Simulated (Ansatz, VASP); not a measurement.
One calculation of Mn, two programs

```
Mn
1.0
     3.80492    0.00000    0.00000
    -1.90246    3.29516    0.00000
     0.00000    0.00000    2.38828
Mn
3
Direct
  0.00000 0.00000 0.00000
  0.33333 0.66667 0.50000
  0.66667 0.33333 0.50000
```

Alike in both runs: task single point; functional PBEsol; k mesh 11 × 11 × 15; occupations fermi-dirac, width 0.1 eV; no spin polarisation.

|  | VASP | Ansatz |
| --- | --- | --- |
| version | VASP 6.6.1 | Ansatz 0.2.0 |
| potentials or method | VASP PAW PBE potentials, release 64 (Mn_pv), cutoff 520 eV | plane waves (420 eV) with PAW, scalar-relativistic |
| valence electrons in the cell | 39 | 45 |

|  | VASP | Ansatz | Ansatz less VASP |
| --- | --- | --- | --- |
| pressure (GPa) | 13.6 | 13.3 | -0.26 |
| traceless stress, the component that is largest in VASP (GPa) | -0.65 | -0.47 | +0.175 |

VASP's potentials were made for PBE, not for PBEsol, and Ansatz warns of the same on its side. The functional is the same, so the differences come from potentials, cutoffs and numerics. VASP's potentials hold 39 valence electrons a cell and Ansatz's 45, so a difference there can come from the potentials and not from the codes.
